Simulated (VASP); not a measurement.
Wanted: the native input for a VASP 6.6.1 run.

```
Task                   : relaxation of cell and atoms
Functional             : PBEsol
Potentials or basis    : VASP PAW PBE potentials, release 64 (Zn, S)
Cutoff                 : 600 eV
k mesh                 : 6 × 6 × 4
Occupations            : gaussian, width 0.01 eV
Spin                   : no spin polarisation
Target pressure        : 1 GPa
Dipole correction      : no
Further INCAR settings : ALGO = Normal; EDIFF = 1e-06; IBRION = 2; EDIFFG = -0.002; NSW = 100; ISIF = 3
```

The structure of ZnS lies in POSCAR:

```
ZnS
1.0
    3.7815727570      0.0000000000      0.0000000000
   -1.8907863785      3.2749380738      0.0000000000
    0.0000000000      0.0000000000      6.2089827959
Zn S
2 2
Direct
    0.3333333333      0.6666666667      0.0054426075
    0.6666666667      0.3333333333      0.5054426075
    0.3333333333      0.6666666667      0.3795573925
    0.6666666667      0.3333333333      0.8795573925
```

These files were run (other wordings do the same):

INCAR

```
ALGO = Normal
EDIFF = 1E-6
EDIFFG = -0.002
ENCUT = 600
GGA = PS
IBRION = 2
ISIF = 3
ISMEAR = 0
LASPH = T
LCHARG = F
LREAL = F
LWAVE = F
NELM = 100
NSW = 100
PREC = Accurate
PSTRESS = 10.0
SIGMA = 0.01
```

KPOINTS

```
k-points
0
Gamma
  6 6 4
```

Potentials or basis: VASP PAW PBE potentials, release 64 (Zn, S).

Run with:

```sh
$ cat potpaw_PBE.64/Zn/POTCAR potpaw_PBE.64/S/POTCAR > POTCAR
$ mpirun -np 1 vasp_std > vasp.out
```

Results of the run:

- Relaxed volume: 19.04 Å³/atom
- Relaxed cell: a = 3.770 Å, b = 3.770 Å, c = 6.188 Å, α = 90.00°, β = 90.00°, γ = 120.00°
- Space group after relaxing (to 0.1 Å): P6_3mc (No. 186)
- Energy change on relaxing (the run minimises the enthalpy): +0.7 meV/atom
- Ionic steps: 8
- Pressure after relaxing: 1.0 GPa
- Band gap on the k mesh: 2.20 eV

Caveat: the cell is relaxed towards a set pressure, so the run minimises the enthalpy, not the energy; the PAW data sets were made with another functional, which shifts forces and pressure a little.

Run time: 110 s on 1 thread of Intel(R) Xeon(R) Platinum 8488C (Sapphire Rapids), with other jobs on the host, peak memory 0.22 GiB.
